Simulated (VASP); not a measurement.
# Hg3Se2S (P3m1) in VASP: a series of runs

Hg3Se2S is run at these levels: LDA; tasks: single point, relaxation of cell and atoms.

Everything below comes from runs of VASP 6.6.1. Logs are shortened: lines on timing, memory, paths and dates and some standing lists are left out, and cuts for length are marked.

### Step 1. The cell of the first run

The structure is trigonal, space group P3m1 (No. 156). The conventional cell has a = 4.225 Å, b = 4.225 Å, c = 10.372 Å, α = 90.00°, β = 90.00°, γ = 120.00°. Hg (site symmetry 3m) has 1 S at 2.51 Å and 3 Se at 2.61 Å within 3.3 Å. Hg (site symmetry 3m) has 3 S at 2.55 Å and 1 Se at 2.63 Å within 3.4 Å. Hg (site symmetry 3m) has 4 Se at 2.61 Å within 3.4 Å. S (site symmetry 3m) has 4 Hg at 2.51 to 2.55 Å within 3.3 Å. Se (site symmetry 3m) has 4 Hg at 2.61 to 2.63 Å within 3.4 Å. Se (site symmetry 3m) has 4 Hg at 2.61 Å within 3.4 Å.

### Step 2. Single point, LDA

The input, INCAR:

```
SYSTEM = Hg3Se2S
PREC = Accurate ; ENCUT = 520
EDIFF = 1E-6 ; ISMEAR = 0
SIGMA = 0.03 ; LREAL = .FALSE.
LASPH = .TRUE. ; NELM = 60
ALGO = Normal ; ISIF = 2
LWAVE = .FALSE. ; LCHARG = .FALSE.
NBANDS = 36
```

The input, KPOINTS:

```
Automatic mesh
0
G
  9 9 4
  0 0 0
```

The input, POSCAR:

```
Hg3Se2S
1.0
    4.2247089404      0.0000000000      0.0000000000
   -2.1123544702      3.6587052659      0.0000000000
    0.0000000000      0.0000000000     10.3717421483
Hg S Se
3 1 2
Direct
    0.0000000000      0.0000000000      0.0096550778
    0.3333333333      0.6666666667      0.3238963321
    0.6666666667      0.3333333333      0.6673870031
    0.0000000000      0.0000000000      0.2520234099
    0.3333333333      0.6666666667      0.5776683825
    0.6666666667      0.3333333333      0.9193697946
```

Potentials or basis: VASP PAW LDA potentials, release 64 (Hg, S, Se).

Started as:

```console
$ cat potpaw_LDA.64/Hg/POTCAR potpaw_LDA.64/S/POTCAR potpaw_LDA.64/Se/POTCAR > POTCAR
$ mpirun -np 1 vasp_std > vasp.out
```

OUTCAR:

```text
SYSTEM = Hg3Se2S
   PREC = Accurate
   ENCUT = 520
   EDIFF = 1E-6
   ISMEAR = 0
   LREAL = .FALSE.
   LASPH = .TRUE.
   NELM = 60
   ISIF = 2

 ion  position               nearest neighbor table
   1  0.000  0.000  0.010-   4 2.51   6 2.61   6 2.61   6 2.61
   2  0.333  0.667  0.324-   4 2.55   4 2.55   4 2.55   5 2.63
   3  0.667  0.333  0.667-   5 2.61   5 2.61   5 2.61   6 2.61
   4  0.000  0.000  0.252-   1 2.51   2 2.55   2 2.55   2 2.55
   5  0.333  0.667  0.578-   3 2.61   3 2.61   3 2.61   2 2.63
   6  0.667  0.333  0.919-   1 2.61   1 2.61   1 2.61   3 2.61

  LATTYP: Found a hexagonal cell.
 ALAT       =     4.2247089404
 C/A-ratio  =     2.4550193385

  Lattice vectors:

 A1 = (   4.2247089404,   0.0000000000,   0.0000000000)
 A2 = (  -2.1123544702,   3.6587052659,   0.0000000000)
 A3 = (   0.0000000000,   0.0000000000,  10.3717421483)

Analysis of symmetry for initial positions (statically):
=====================================================================
 Subroutine PRICEL returns:
 Original cell was already a primitive cell.

 Routine SETGRP: Setting up the symmetry group for a
 hexagonal supercell.

 Subroutine GETGRP returns: Found  6 space group operations
 (whereof  6 operations were pure point group operations)
 out of a pool of 24 trial point group operations.

The static configuration has the point symmetry C_3v.

Analysis of symmetry for dynamics (positions and initial velocities):
=====================================================================
 Subroutine PRICEL returns:
 Original cell was already a primitive cell.

 Routine SETGRP: Setting up the symmetry group for a
 hexagonal supercell.

 Subroutine GETGRP returns: Found  6 space group operations
 (whereof  6 operations were pure point group operations)
 out of a pool of 24 trial point group operations.

The dynamic configuration has the point symmetry C_3v.

 Subroutine INISYM returns: Found  6 space group operations
 (whereof  6 operations are pure point group operations),
 and found     1 'primitive' translations

----------------------------------------------------------------------------------------

                                     Primitive cell

  volume of cell :     160.3157

  direct lattice vectors                    reciprocal lattice vectors
     4.224708940  0.000000000  0.000000000     0.236702697  0.136660366  0.000000000
    -2.112354470  3.658705266  0.000000000     0.000000000  0.273320732  0.000000000
     0.000000000  0.000000000 10.371742148     0.000000000  0.000000000  0.096415818

  length of vectors
     4.224708940  4.224708940 10.371742148     0.273320732  0.273320732  0.096415818

  position of ions in fractional coordinates (direct lattice)
     0.000000000  0.000000000  0.009655078
     0.333333333  0.666666667  0.323896332
     0.666666667  0.333333333  0.667387003
     0.000000000  0.000000000  0.252023410
     0.333333333  0.666666667  0.577668383
     0.666666667  0.333333333  0.919369795

  ion indices of the primitive-cell ions
   primitive index   ion index
                 1           1
                 2           2
                 3           3
                 4           4
                 5           5
                 6           6

----------------------------------------------------------------------------------------

 KPOINTS: Automatic mesh

Automatic generation of k-mesh.
 Grid dimensions read from file:
 generate k-points for:    9    9    4

 Generating k-lattice:

  Cartesian coordinates                     Fractional coordinates (reciprocal lattice)
     0.026300300  0.015184485  0.000000000     0.111111111 -0.000000000  0.000000000
     0.000000000  0.030368970  0.000000000     0.000000000  0.111111111  0.000000000
     0.000000000  0.000000000  0.024103954     0.000000000  0.000000000  0.250000000

  Length of vectors
     0.030368970  0.030368970  0.024103954

  Shift w.r.t. Gamma in fractional coordinates (k-lattice)
     0.000000000  0.000000000  0.000000000

 Subroutine IBZKPT returns following result:
 ===========================================

 Found     43 irreducible k-points:

 Following reciprocal coordinates:
            Coordinates               Weight
  0.000000  0.000000  0.000000      1.000000
  0.111111 -0.000000  0.000000      6.000000
  0.222222 -0.000000  0.000000      6.000000
  0.333333 -0.000000  0.000000      6.000000
  0.444444 -0.000000  0.000000      6.000000
  0.111111  0.111111  0.000000      6.000000
[... 16 lines left out ...]
  0.222222  0.111111  0.250000     12.000000
 -0.111111  0.333333  0.250000     12.000000
 [... further k-points ...]
   k-points           NKPTS =     43   k-points in BZ     NKDIM =     43   number of bands    NBANDS=     36
   number of dos      NEDOS =    301   number of ions     NIONS =      6
   total plane-waves  NPLWV =  81920
   dimension x,y,z NGX =    32 NGY =   32 NGZ =   80
   dimension x,y,z NGXF=    64 NGYF=   64 NGZF=  160
   ions per type =               3   1   2
   NGX,Y,Z   is equivalent  to a cutoff of  12.59, 12.59, 12.82 a.u.
   NGXF,Y,Z  is equivalent  to a cutoff of  25.18, 25.18, 25.65 a.u.
 SYSTEM =  Hg3Se2S
   PREC   = accura    normal or accurate (medium, high low for compatibility)
   ISTART =      0    job   : 0-new  1-cont  2-samecut
   ICHARG =      2    charge: 1-file 2-atom 10-const
   ISPIN  =      1    spin polarized calculation?
   LNONCOLLINEAR =      F non collinear calculations
   LSORBIT =      F    spin-orbit coupling
   LASPH  =      T    aspherical Exc in radial PAW
   ENCUT  =  520.0 eV  38.22 Ry    6.18 a.u.   7.86  7.86 19.28*2*pi/ulx,y,z
   NELM   =     60;   NELMIN=  2; NELMDL= -5     # of ELM steps
   EDIFF  = 0.1E-05   stopping-criterion for ELM
   LREAL  =      F    real-space projection
   EDIFFG = 0.1E-04   stopping-criterion for IOM
   NSW    =      0    number of steps for IOM
   IBRION =     -1    ionic relax: 0-MD 1-quasi-New 2-CG
   NFREE  =      0    steps in history (QN), initial steepest desc. (CG)
   ISIF   =      2    stress and relaxation
   ISYM   =      2    0-nonsym 1-usesym 2-fastsym
   POTIM  = 0.5000    time-step for ionic-motion
   TEBEG  =    0.0;   TEEND  =   0.0 temperature during run
   PSTRESS=    0.0 pullay stress
   NELECT =      54.0000    total number of electrons
   NUPDOWN=      -1.0000    fix difference up-down
   EMIN   =  10.00;   EMAX   =-10.00  energy-range for DOS
   EFERMI =   0.00;   METHOD = LEGACY
   ISMEAR =     0;   SIGMA  =   0.03  broadening in eV -4-tet -1-fermi 0-gaus
   EFERMI_NEDOS =   21; number of points for ismear=-14 and -15
   IALGO  =     38    algorithm
   IMIX   =      4    mixing-type and parameters
     AMIX     =   0.40;   BMIX     =  1.00
     AMIX_MAG =   1.60;   BMIX_MAG =  1.00
  volume/ion in A,a.u.               =      26.72       180.31
  Fermi-wavevector in a.u.,A,eV,Ry     =   1.139062  2.152515 17.653052  1.297463
  Thomas-Fermi vector in A             =   2.275766
   LORBIT       =      0    0 simple, 1 ext, 2 COOP (PROOUT), +10 PAW based schemes
   GGA     = CA    functional components
   LHFCALC =     F    Hartree Fock is set to
   AEXX    =    0.0000 exact exchange contribution
   IVDW    =     0    specifies the selected vdW correction
   LEPSILON=     F    determine dielectric tensor
   LRPA    =     F    only Hartree local field effects (RPA)
 non-spin polarized calculation
 Gauss-broadening in eV      SIGMA  =   0.03
  energy-cutoff  :      520.00
  volume of cell :      160.32
 maximum number of plane-waves:      4347
   NGX = 15   NGY = 15   NGZ = 39

 number of electron      53.9999998 magnetization

 Free energy of the ion-electron system (eV)
  ---------------------------------------------------
  ext. energy  EPLUGINS =         0.00000000
  ---------------------------------------------------
  free energy    TOTEN  =       -16.92407731 eV

  energy without entropy =      -16.92397057  energy(sigma->0) =      -16.92402394

 E-fermi :   1.9184     XC(G=0):  -9.5906

 val. band max:        1.9182589756   @ k =   0.0000   0.0000   0.0000
 cond. band min:       2.1462208185   @ k =   0.0000   0.0000   0.2500
 fundamental gap:      0.2279618428
 Fermi energy:         1.9183986988

 k-point     1 :       0.0000    0.0000    0.0000
  band No.  band energies     occupation
      1     -11.6658      2.00000
      2     -11.3157      2.00000
      3     -11.2167      2.00000
      4      -5.4501      2.00000
      5      -5.4501      2.00000
      6      -5.4230      2.00000
[... 28 lines left out ...]
     35       7.8837      0.00000
     36       8.0600      0.00000

 k-point     2 :       0.1111   -0.0000    0.0000
  band No.  band energies     occupation
      1     -11.6139      2.00000
      2     -11.2814      2.00000
      3     -11.1835      2.00000
      4      -5.4416      2.00000
      5      -5.4178      2.00000
      6      -5.3983      2.00000
[... 28 lines left out ...]
     35       7.6077      0.00000
     36       7.8793      0.00000

 k-point     3 :       0.2222   -0.0000    0.0000
  band No.  band energies     occupation
      1     -11.4757      2.00000
      2     -11.1955      2.00000
      3     -11.0998      2.00000
      4      -5.4033      2.00000
      5      -5.3375      2.00000
      6      -5.3231      2.00000
[... 28 lines left out ...]
     35       7.9550      0.00000
     36       8.0850      0.00000

 k-point     4 :       0.3333   -0.0000    0.0000
  band No.  band energies     occupation
      1     -11.3004      2.00000
      2     -11.1061      2.00000
      3     -11.0048      2.00000
      4      -5.3490      2.00000
      5      -5.2492      2.00000
      6      -5.2462      2.00000
[... 28 lines left out ...]
     35       8.3676      0.00000
     36       8.4971      0.00000

 k-point     5 :       0.4444   -0.0000    0.0000
  band No.  band energies     occupation
      1     -11.1573      2.00000
      2     -11.0717      2.00000
      3     -10.9419      2.00000
      4      -5.3303      2.00000
      5      -5.2153      2.00000
      6      -5.1910      2.00000
[... 655 lines left out ...]
 k-point    22 :       0.1111    0.1111    0.2500
  band No.  band energies     occupation
      1     -11.4918      2.00000
      2     -11.2958      2.00000
      3     -11.0776      2.00000
      4      -5.4175      2.00000
      5      -5.3679      2.00000
      6      -5.3284      2.00000
[... 28 lines left out ...]
     35       7.9877      0.00000
     36       8.0652      0.00000

 k-point    23 :       0.2222    0.1111    0.2500
  band No.  band energies     occupation
      1     -11.3367      2.00000
      2     -11.1918      2.00000
      3     -11.0021      2.00000
      4      -5.3663      2.00000
      5      -5.2734      2.00000
      6      -5.2303      2.00000
[... 28 lines left out ...]
     35       8.1745      0.00000
     36       8.2907      0.00000

 k-point    24 :      -0.1111    0.3333    0.2500
  band No.  band energies     occupation
      1     -11.3446      2.00000
      2     -11.1757      2.00000
      3     -11.0103      2.00000
      4      -5.3516      2.00000
      5      -5.3016      2.00000
      6      -5.2552      2.00000
[... 28 lines left out ...]
     35       7.9885      0.00000
     36       8.2574      0.00000

 [... further k-points ...]

------------------------ aborting loop because EDIFF is reached ----------------------------------------

  FORCE on cell =-STRESS in cart. coord.  units (eV):
  Direction    XX          YY          ZZ          XY          YZ          ZX
  --------------------------------------------------------------------------------------
  -------------------------------------------------------------------------------------
  Total        0.5341614      0.5341614      0.5280603      0.0000000      0.0000000      0.0000000
  in kB        5.3383511      5.3383511      5.2773781      0.0000000      0.0000000      0.0000000
  external PRESSURE =       5.3180267 kB  Pullay stress =       0.0000000 kB

 VOLUME and BASIS-vectors are now :
 -----------------------------------------------------------------------------
  energy-cutoff  :      520.00
  volume of cell :      160.32
      direct lattice vectors                 reciprocal lattice vectors
     4.224708940  0.000000000  0.000000000     0.236702697  0.136660366  0.000000000
    -2.112354470  3.658705266  0.000000000     0.000000000  0.273320732  0.000000000
     0.000000000  0.000000000 10.371742148     0.000000000  0.000000000  0.096415818

 POSITION                                       TOTAL-FORCE (eV/Angst)
 -----------------------------------------------------------------------------------
      0.00000      0.00000      0.10014         0.000000     -0.000000      0.000052
     -0.00000      2.43914      3.35937        -0.000000     -0.000000     -0.001251
      2.11235      1.21957      6.92197         0.000000     -0.000000      0.004602
      0.00000      0.00000      2.61392         0.000000     -0.000000      0.010332
     -0.00000      2.43914      5.99143        -0.000000      0.000000     -0.009377
      2.11235      1.21957      9.53547         0.000000      0.000000     -0.004359
 -----------------------------------------------------------------------------------
    total drift:                                0.000000     -0.000000     -0.000712

  FREE ENERGIE OF THE ION-ELECTRON SYSTEM (eV)
  ---------------------------------------------------
  free  energy   TOTEN  =       -16.9240773111 eV

  energy  without entropy=      -16.9239705681  energy(sigma->0) =      -16.92402394
```

It took 2.4 min on 1 thread of Intel Xeon Platinum 8488C (Sapphire Rapids), shared host; peak memory 0.36 GiB.

Results:

```
Free energy            : -16.9241 eV
Pressure               : 0.5 GPa
Largest force          : 0.010 eV/Å
Band gap on the k mesh : zero (filled and empty bands touch)
```

Forces on the atoms (eV/Å):
```
Hg   0.000  0.000  0.000
Hg   0.000  0.000 -0.001
Hg   0.000  0.000  0.005
S    0.000  0.000  0.010
Se   0.000  0.000 -0.009
Se   0.000  0.000 -0.004
```

Levels at points of the mesh, in eV from the Fermi level:
```csv
k point,band 23,band 24,band 25,band 26,band 27,band 28,band 29,band 30,band 31,band 32
"(0.00, 0.00, 0.00)",-1.01,-0.66,-0.66,-0.12,0.00,0.00,0.99,1.27,5.46,5.47
"(0.00, 0.00, 0.50)",-1.15,-0.41,-0.41,-0.16,-0.16,0.56,0.85,1.19,4.86,5.20
```

Caveat: semilocal functionals underestimate gaps, so a narrow gap can read as zero; spin-orbit coupling is left out, which moves the levels of the heavy elements.

(Part 1 of 2 ends here.)
